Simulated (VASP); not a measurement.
SnTe2: single point with HSE06

Crystal: SnTe2.

```xyz
6
Lattice="6.9586 0.0000 0.0000 0.0000 6.9586 0.0000 0.0000 0.0000 4.4179" Properties=species:S:1:pos:R:3 pbc="T T T"
Sn    0.0000    0.0000    0.0000
Sn    3.4793    3.4793    2.2090
Te    2.1039    2.1039    0.0000
Te    1.3753    5.5832    2.2090
Te    5.5832    1.3753    2.2090
Te    4.8546    4.8546    0.0000
```

```yaml
Program: VASP 6.6.1
Task: single point
Functional: HSE06
Potentials_or_basis: VASP PAW PBE potentials, release 64 (Sn_d, Te)
Cutoff: 520 eV
k_mesh: 2 × 2 × 4
Occupations: fermi-dirac, width 0.02 eV
Spin: no spin polarisation
```

* Pressure: -1.1 GPa
* Largest force: 0.307 eV/Å
* Band gap on the k mesh: 0.34 eV, direct

Forces in eV/Å, atoms in the order of the input:
```
Sn   0.000  0.000  0.000
Sn   0.000  0.000  0.000
Te   0.217  0.217  0.000
Te  -0.217  0.217  0.000
Te   0.217 -0.217  0.000
Te  -0.217 -0.217  0.000
```

Stress tensor (GPa, compression positive):
```
-0.72  0.00  0.00
 0.00 -0.72  0.00
 0.00  0.00 -1.93
```

Levels at points of the mesh, in eV from the valence-band top:
```
           k point  band 23  band 24  band 25  band 26  band 27  band 28  band 29  band 30
(0.00, 0.00, 0.00)    -0.78    -0.78    -0.06    -0.06     0.68     1.09     2.35     2.35
(0.50, 0.00, 0.00)    -0.58    -0.58    -0.21    -0.21     0.39     0.39     3.11     3.11
(0.50, 0.50, 0.00)    -0.96    -0.96    -0.86    -0.86     0.45     0.45     3.34     3.34
(0.00, 0.00, 0.50)    -1.43    -1.43    -1.28    -1.28     0.80     0.80     5.23     5.23
(0.50, 0.00, 0.50)    -0.73    -0.73    -0.39    -0.39     1.56     1.56     2.18     2.18
(0.50, 0.50, 0.50)    -0.80    -0.80    -0.61    -0.61     0.35     0.35     4.22     4.22
```

Wall time 28 min on 1 thread of Intel(R) Xeon(R) Platinum 8175M CPU @ 2.50GHz (Skylake/Cascade Lake) (shared host), peak memory 0.47 GiB.

Caveat: the k points lie up to 0.45 Å⁻¹ apart; the PAW data sets were made with another functional, which shifts forces and pressure a little; spin-orbit coupling is left out, which moves the levels of the heavy elements. A k mesh can miss the band edges.
